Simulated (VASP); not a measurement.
BN, 4 atoms in the cell. It takes space group P6_3mc (No. 186, hexagonal). The conventional cell has a = 2.580 Å, b = 2.580 Å, c = 4.266 Å, α = 90.00°, β = 90.00°, γ = 120.00°. Within 2.1 Å of B (site symmetry 3m) lie 4 N at 1.58 to 1.60 Å. N (site symmetry 3m) has 4 B at 1.58 to 1.60 Å within 2.1 Å.  This cell differs from its parent crystal: volume changed by +3%.

```yaml
Program: VASP 6.6.1
Task: single point
Functional: PBE
Potentials_or_basis: VASP PAW PBE potentials, release 64 (B, N)
Cutoff: 520 eV
k_mesh: 9 × 9 × 6
Occupations: gaussian, width 0.01 eV
Spin: no spin polarisation
Dipole_correction: no
Further_INCAR_settings: ALGO = Normal; EDIFF = 1e-06; NBANDS = 16
```

Potentials or basis: VASP PAW PBE potentials, release 64 (B, N).

The run is started by

```bash
$ cat potpaw_PBE.64/B/POTCAR potpaw_PBE.64/N/POTCAR > POTCAR
$ mpirun -np 1 vasp_std > vasp.out
```

Hardware: 1 thread of Intel Xeon 6975P-C, with other jobs on the host.

Question: Estimate the wall time of this run.

Answer: Run time: 11 s on 1 thread of Intel Xeon 6975P-C, on a shared host, peak memory 0.14 GiB. Counts: scf iterations 13, k points 48.
